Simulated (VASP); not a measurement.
# Re (C2/m) in VASP: further runs

Re is run at these levels: PBE; tasks: single point.

Program: VASP 6.6.1. These are calculated values, not measurements. Logs are shortened: lines on timing, memory, paths and dates and some standing lists are left out, and cuts for length are marked.

### 1 The cell of the first run

Symmetry: C2/m, No. 12, monoclinic system. The conventional cell has a = 4.806 Å, b = 2.775 Å, c = 4.484 Å, α = 90.00°, β = 90.00°, γ = 90.00°. Within 3.3 Å of Re (site symmetry m) lie 12 Re at 2.51 to 2.98 Å.

### 2 Single point, PBE (atoms displaced along a vibrational mode)

INCAR reads:

```
ALGO = Fast
EDIFF = 1E-6
ENCUT = 520
GGA = PE
ISIF = 2
ISMEAR = 0
LASPH = True
LCHARG = True
LELF = True
LREAL = False
LVHAR = True
LWAVE = False
NBANDS = 14
NELM = 100
PREC = Accurate
SIGMA = 0.15
```

KPOINTS reads:

```
k-points
0
Gamma
  18 18 10
```

POSCAR reads:

```
Re
1.0
    2.7748241524      0.0000000000      0.0000000000
   -1.3874120762      2.4030682070      0.0000000000
    0.0000000000      0.0000000000      4.4842238099
Re
2
Direct
    0.3418640941      0.6837281882      0.2229050098
    0.6581359059      0.3162718118      0.7770949902
```

Potentials or basis: VASP PAW PBE potentials, release 64 (Re).

Run with:

```bash
$ cat potpaw_PBE.64/Re/POTCAR > POTCAR
$ mpirun -np 1 vasp_std > vasp.out
```

OUTCAR:

```text
EDIFF = 1E-6
   ENCUT = 520
   GGA = PE
   ISIF = 2
   ISMEAR = 0
   LASPH = True
   LREAL = False
   NELM = 100
   PREC = Accurate

 ion  position               nearest neighbor table
   1  0.342  0.684  0.223-   2 2.51   2 2.59   2 2.59   2 2.91   2 2.98   2 2.98
   2  0.658  0.316  0.777-   1 2.51   1 2.59   1 2.59   1 2.91   1 2.98   1 2.98

  LATTYP: Found a hexagonal cell.
 ALAT       =     2.7748241524
 C/A-ratio  =     1.6160389140

  Lattice vectors:

 A1 = (   2.7748241524,   0.0000000000,   0.0000000000)
 A2 = (  -1.3874120762,   2.4030682070,   0.0000000000)
 A3 = (   0.0000000000,   0.0000000000,   4.4842238099)

Analysis of symmetry for initial positions (statically):
=====================================================================
 Subroutine PRICEL returns:
 Original cell was already a primitive cell.

 Routine SETGRP: Setting up the symmetry group for a
 hexagonal supercell.

 Subroutine GETGRP returns: Found  4 space group operations
 (whereof  4 operations were pure point group operations)
 out of a pool of 24 trial point group operations.

The static configuration has the point symmetry C_2h.

Analysis of symmetry for dynamics (positions and initial velocities):
=====================================================================
 Subroutine PRICEL returns:
 Original cell was already a primitive cell.

 Routine SETGRP: Setting up the symmetry group for a
 hexagonal supercell.

 Subroutine GETGRP returns: Found  4 space group operations
 (whereof  4 operations were pure point group operations)
 out of a pool of 24 trial point group operations.

The dynamic configuration has the point symmetry C_2h.

 Subroutine INISYM returns: Found  4 space group operations
 (whereof  4 operations are pure point group operations),
 and found     1 'primitive' translations

----------------------------------------------------------------------------------------

                                     Primitive cell

  volume of cell :      29.9012

  direct lattice vectors                    reciprocal lattice vectors
     2.774824152  0.000000000  0.000000000     0.360383197  0.208067336  0.000000000
    -1.387412076  2.403068207  0.000000000     0.000000000  0.416134672  0.000000000
     0.000000000  0.000000000  4.484223810     0.000000000  0.000000000  0.223004034

  length of vectors
     2.774824152  2.774824152  4.484223810     0.416134672  0.416134672  0.223004034

  position of ions in fractional coordinates (direct lattice)
     0.341864094  0.683728188  0.222905010
     0.658135906  0.316271812  0.777094990

  ion indices of the primitive-cell ions
   primitive index   ion index
                 1           1
                 2           2

----------------------------------------------------------------------------------------

 KPOINTS: k-points

Automatic generation of k-mesh.
 Grid dimensions read from file:
 generate k-points for:   18   18   10

 Generating k-lattice:

  Cartesian coordinates                     Fractional coordinates (reciprocal lattice)
     0.020021289  0.011559296  0.000000000     0.055555556  0.000000000  0.000000000
     0.000000000  0.023118593  0.000000000     0.000000000  0.055555556  0.000000000
     0.000000000  0.000000000  0.022300403     0.000000000  0.000000000  0.100000000

  Length of vectors
     0.023118593  0.023118593  0.022300403

  Shift w.r.t. Gamma in fractional coordinates (k-lattice)
     0.000000000  0.000000000  0.000000000

 Subroutine IBZKPT returns following result:
 ===========================================

 Found    866 irreducible k-points:

 Following reciprocal coordinates:
            Coordinates               Weight
  0.000000  0.000000  0.000000      1.000000
  0.055556  0.000000  0.000000      4.000000
  0.000000  0.055556  0.000000      2.000000
  0.111111  0.000000  0.000000      4.000000
  0.000000  0.111111  0.000000      2.000000
  0.166667  0.000000  0.000000      4.000000
[... 16 lines left out ...]
 -0.055556  0.166667  0.000000      4.000000
 -0.166667  0.111111  0.000000      4.000000
 [... further k-points ...]
   k-points           NKPTS =    866   k-points in BZ     NKDIM =    866   number of bands    NBANDS=     14
   number of dos      NEDOS =    301   number of ions     NIONS =      2
   total plane-waves  NPLWV =  20736
   dimension x,y,z NGX =    24 NGY =   24 NGZ =   36
   dimension x,y,z NGXF=    48 NGYF=   48 NGZF=   72
   ions per type =               2
   NGX,Y,Z   is equivalent  to a cutoff of  14.38, 14.38, 13.35 a.u.
   NGXF,Y,Z  is equivalent  to a cutoff of  28.76, 28.76, 26.69 a.u.
 SYSTEM =  unknown system
   PREC   = accura    normal or accurate (medium, high low for compatibility)
   ISTART =      0    job   : 0-new  1-cont  2-samecut
   ICHARG =      2    charge: 1-file 2-atom 10-const
   ISPIN  =      1    spin polarized calculation?
   LNONCOLLINEAR =      F non collinear calculations
   LSORBIT =      F    spin-orbit coupling
   LASPH  =      T    aspherical Exc in radial PAW
   ENCUT  =  520.0 eV  38.22 Ry    6.18 a.u.   5.16  5.16  8.34*2*pi/ulx,y,z
   NELM   =    100;   NELMIN=  2; NELMDL= -5     # of ELM steps
   EDIFF  = 0.1E-05   stopping-criterion for ELM
   LREAL  =      F    real-space projection
   EDIFFG = 0.1E-04   stopping-criterion for IOM
   NSW    =      0    number of steps for IOM
   IBRION =     -1    ionic relax: 0-MD 1-quasi-New 2-CG
   NFREE  =      0    steps in history (QN), initial steepest desc. (CG)
   ISIF   =      2    stress and relaxation
   ISYM   =      2    0-nonsym 1-usesym 2-fastsym
   POTIM  = 0.5000    time-step for ionic-motion
   TEBEG  =    0.0;   TEEND  =   0.0 temperature during run
   PSTRESS=    0.0 pullay stress
   NELECT =      14.0000    total number of electrons
   NUPDOWN=      -1.0000    fix difference up-down
   EMIN   =  10.00;   EMAX   =-10.00  energy-range for DOS
   EFERMI =   0.00;   METHOD = LEGACY
   ISMEAR =     0;   SIGMA  =   0.15  broadening in eV -4-tet -1-fermi 0-gaus
   EFERMI_NEDOS =   21; number of points for ismear=-14 and -15
   IALGO  =     68    algorithm
   IMIX   =      4    mixing-type and parameters
     AMIX     =   0.40;   BMIX     =  1.00
     AMIX_MAG =   1.60;   BMIX_MAG =  1.00
  volume/ion in A,a.u.               =      14.95       100.89
  Fermi-wavevector in a.u.,A,eV,Ry     =   1.271221  2.402260 21.987070  1.616004
  Thomas-Fermi vector in A             =   2.404166
   LORBIT       =      0    0 simple, 1 ext, 2 COOP (PROOUT), +10 PAW based schemes
   GGA     = PE    functional components
   LHFCALC =     F    Hartree Fock is set to
   AEXX    =    0.0000 exact exchange contribution
   IVDW    =     0    specifies the selected vdW correction
   LEPSILON=     F    determine dielectric tensor
   LRPA    =     F    only Hartree local field effects (RPA)
 non-spin polarized calculation
 RMM-DIIS sequential band-by-band and
 Gauss-broadening in eV      SIGMA  =   0.15
  energy-cutoff  :      520.00
  volume of cell :       29.90
 maximum number of plane-waves:       817
 NGX is ok and might be reduce to    24
   NGX = 11   NGY = 11   NGZ = 17

 number of electron      14.0000001 magnetization

 Free energy of the ion-electron system (eV)
  ---------------------------------------------------
  ext. energy  EPLUGINS =         0.00000000
  ---------------------------------------------------
  free energy    TOTEN  =       -24.63310149 eV

  energy without entropy =      -24.61927458  energy(sigma->0) =      -24.62618803

 E-fermi :   7.6095     XC(G=0): -13.5959

 val. band max:        7.6077160676   @ k =  -0.3333  -0.0556   0.3000
 cond. band min:       7.6113283813   @ k =   0.3889  -0.3333   0.4000
 fundamental gap:      0.0036123137
 Fermi energy:         7.6095177287

 k-point     1 :       0.0000    0.0000    0.0000
  band No.  band energies     occupation
      1      -2.0419      2.00000
      2       1.0360      2.00000
      3       5.8688      2.00000
      4       5.9678      2.00000
      5       5.9699      2.00000
      6       6.4081      2.00000
      7       6.5945      2.00000
      8       8.0998      0.00000
      9       8.5460      0.00000
     10       8.8498      0.00000
     11      10.9192      0.00000
     12      11.6065      0.00000
     13      16.5053      0.00000
     14      21.6758      0.00000

 k-point     2 :       0.0556    0.0000    0.0000
  band No.  band energies     occupation
      1      -1.9161      2.00000
      2       1.1507      2.00000
      3       5.5552      2.00000
      4       5.9980      2.00000
      5       6.2608      2.00000
      6       6.3463      2.00000
      7       6.6624      2.00000
      8       7.9858      0.00039
      9       8.3186      0.00000
     10       8.5489      0.00000
     11      11.3092      0.00000
     12      11.9100      0.00000
     13      16.5587      0.00000
     14      21.9599      0.00000

 k-point     3 :       0.0000    0.0556    0.0000
  band No.  band energies     occupation
      1      -1.9156      2.00000
      2       1.1564      2.00000
      3       5.5189      2.00000
      4       6.0765      2.00000
      5       6.1473      2.00000
      6       6.4793      2.00000
      7       6.6042      2.00000
      8       7.9837      0.00042
      9       8.4423      0.00000
     10       8.4681      0.00000
     11      11.0136      0.00000
     12      12.1570      0.00000
     13      16.5637      0.00000
     14      21.9459      0.00000
[... 324 lines left out ...]
 k-point    23 :      -0.0556    0.1667    0.0000
  band No.  band energies     occupation
      1      -1.1936      2.00000
      2       1.8026      2.00000
      3       4.7171      2.00000
      4       5.8143      2.00000
      5       6.3817      2.00000
      6       6.7133      2.00000
      7       6.8077      2.00000
      8       7.5129      1.63742
      9       7.5920      1.13117
     10       8.4899      0.00000
     11      11.3883      0.00000
     12      14.1210      0.00000
     13      16.7750      0.00000
     14      23.2835      0.00000

 k-point    24 :      -0.1667    0.1111    0.0000
  band No.  band energies     occupation
      1      -1.1986      2.00000
      2       1.7571      2.00000
      3       4.7350      2.00000
      4       5.8171      2.00000
      5       6.1954      2.00000
      6       6.7121      2.00000
      7       7.0235      2.00000
      8       7.2512      1.99927
      9       7.8474      0.02491
     10       8.4054      0.00000
     11      11.8862      0.00000
     12      13.6931      0.00000
     13      16.7578      0.00000
     14      23.4717      0.00000

 [... further k-points ...]

------------------------ aborting loop because EDIFF is reached ----------------------------------------

  FORCE on cell =-STRESS in cart. coord.  units (eV):
  Direction    XX          YY          ZZ          XY          YZ          ZX
  --------------------------------------------------------------------------------------
  -------------------------------------------------------------------------------------
  Total        1.0172024      1.5186649      2.7012478      0.0000000     -0.6745836      0.0000000
  in kB       54.5040947     81.3736303    144.7392013      0.0000000    -36.1457715      0.0000000
  external PRESSURE =      93.5389755 kB  Pullay stress =       0.0000000 kB

 VOLUME and BASIS-vectors are now :
 -----------------------------------------------------------------------------
  energy-cutoff  :      520.00
  volume of cell :       29.90
      direct lattice vectors                 reciprocal lattice vectors
     2.774824152  0.000000000  0.000000000     0.360383197  0.208067336  0.000000000
    -1.387412076  2.403068207  0.000000000     0.000000000  0.416134672  0.000000000
     0.000000000  0.000000000  4.484223810     0.000000000  0.000000000  0.223004034

 POSITION                                       TOTAL-FORCE (eV/Angst)
 -----------------------------------------------------------------------------------
      0.00000      1.64305      0.99956         0.000000     -0.539655      2.507951
      1.38741      0.76002      3.48467         0.000000      0.539655     -2.507951
 -----------------------------------------------------------------------------------
    total drift:                               -0.000000      0.000000      0.000000

  FREE ENERGIE OF THE ION-ELECTRON SYSTEM (eV)
  ---------------------------------------------------
  free  energy   TOTEN  =       -24.6331014856 eV

  energy  without entropy=      -24.6192745787  energy(sigma->0) =      -24.62618803
```

Run time: 10 min. Hardware: 1 thread of Intel Xeon 8259CL, shared host; peak memory 0.42 GiB.

Results:

```
Free energy            : -24.6331 eV
Pressure               : 9.4 GPa
Largest force          : 2.565 eV/Å
Band gap on the k mesh : zero (bands 7 and 8 overlap by 2.88 eV)
```

Forces on the atoms (eV/Å):
```
Re   0.000 -0.540  2.508
Re   0.000  0.540 -2.508
```

Stress tensor (GPa, compression positive):
```
 5.45  0.00  0.00
 0.00  8.14 -3.61
 0.00 -3.61 14.47
```

Levels at points of the mesh, in eV from the Fermi level:
| k point | band 5 | band 6 | band 7 | band 8 | band 9 | band 10 |
| --- | --- | --- | --- | --- | --- | --- |
| (0.00, 0.00, 0.00) | -1.64 | -1.20 | -1.02 | 0.49 | 0.94 | 1.24 |
| (0.50, 0.00, 0.00) | -1.46 | -0.97 | -0.25 | 3.94 | 4.15 | 4.80 |
| (0.00, 0.50, 0.00) | -1.73 | -1.50 | -0.39 | 3.77 | 4.26 | 4.81 |
| (0.00, 0.00, 0.50) | -1.83 | -1.80 | -1.69 | -0.83 | 1.94 | 2.40 |
| (0.50, 0.00, 0.50) | -0.65 | 0.97 | 1.00 | 1.66 | 3.85 | 4.08 |
| (0.00, 0.50, 0.50) | -0.59 | 1.14 | 1.36 | 1.61 | 3.85 | 3.95 |

Caveat: the cell differs from its parent crystal (atoms displaced along a vibrational mode); the cell stands under pressure; spin-orbit coupling is left out, which moves the levels of the heavy elements; forces of over 1 eV/Å act on the atoms, so gaps and moduli don't describe the material at rest.

### 3 Single point, PBE (atoms displaced along a vibrational mode)

INCAR reads:

```
SYSTEM = Re
PREC = Accurate
ENCUT = 520
EDIFF = 1E-7
ISMEAR = 0
SIGMA = 0.15
LREAL = .FALSE.
LASPH = .TRUE.
NELM = 60
ALGO = Fast
ISIF = 2
LWAVE = .FALSE.
LCHARG = .TRUE.
GGA = PE
LELF = .TRUE.
LVHAR = .TRUE.
NBANDS = 14
```

KPOINTS reads:

```
Automatic mesh
0
G
  18 18 10
  0 0 0
```

POSCAR reads:

```
Re
1.0
    2.7748241524      0.0000000000      0.0000000000
   -1.3874120762      2.4030682070      0.0000000000
    0.0000000000      0.0000000000      4.4842238099
Re
2
Direct
    0.3248025726      0.6496051451      0.2229050098
    0.6751974274      0.3503948549      0.7770949902
```

Potentials or basis: VASP PAW PBE potentials, release 64 (Re).

Run with:

```bash
$ cat potpaw_PBE.64/Re/POTCAR > POTCAR
$ mpirun -np 1 vasp_std > vasp.out
```

Wall time 10 min (1 thread of Intel Xeon 8259CL, shared host); peak memory 0.43 GiB.

The run converged. Its results:

```
Free energy            : -24.6336 eV
Pressure               : 9.3 GPa
Largest force          : 2.546 eV/Å
Band gap on the k mesh : zero (bands 7 and 8 overlap by 2.88 eV)
```

Forces on the atoms (eV/Å):
```
Re   0.000  0.520  2.492
Re   0.000 -0.520 -2.492
```

Stress tensor (GPa, compression positive):
```
 8.46  0.00  0.00
 0.00  5.18  3.30
 0.00  3.30 14.18
```

Levels at points of the mesh, in eV from the Fermi level:
| k point | band 5 | band 6 | band 7 | band 8 | band 9 | band 10 |
| --- | --- | --- | --- | --- | --- | --- |
| (0.00, 0.00, 0.00) | -1.63 | -1.15 | -1.06 | 0.49 | 0.93 | 1.24 |
| (0.50, 0.00, 0.00) | -1.64 | -1.32 | -0.37 | 3.82 | 4.19 | 4.78 |
| (0.00, 0.50, 0.00) | -1.38 | -0.80 | -0.16 | 3.99 | 4.14 | 4.88 |
| (0.00, 0.00, 0.50) | -1.84 | -1.82 | -1.67 | -0.84 | 1.95 | 2.38 |
| (0.50, 0.00, 0.50) | -0.58 | 1.08 | 1.23 | 1.64 | 3.82 | 3.99 |
| (0.00, 0.50, 0.50) | -0.73 | 0.88 | 0.90 | 1.63 | 3.88 | 4.12 |

Caveat: the cell differs from its parent crystal (atoms displaced along a vibrational mode); the cell stands under pressure; spin-orbit coupling is left out, which moves the levels of the heavy elements; forces of over 1 eV/Å act on the atoms, so gaps and moduli don't describe the material at rest.
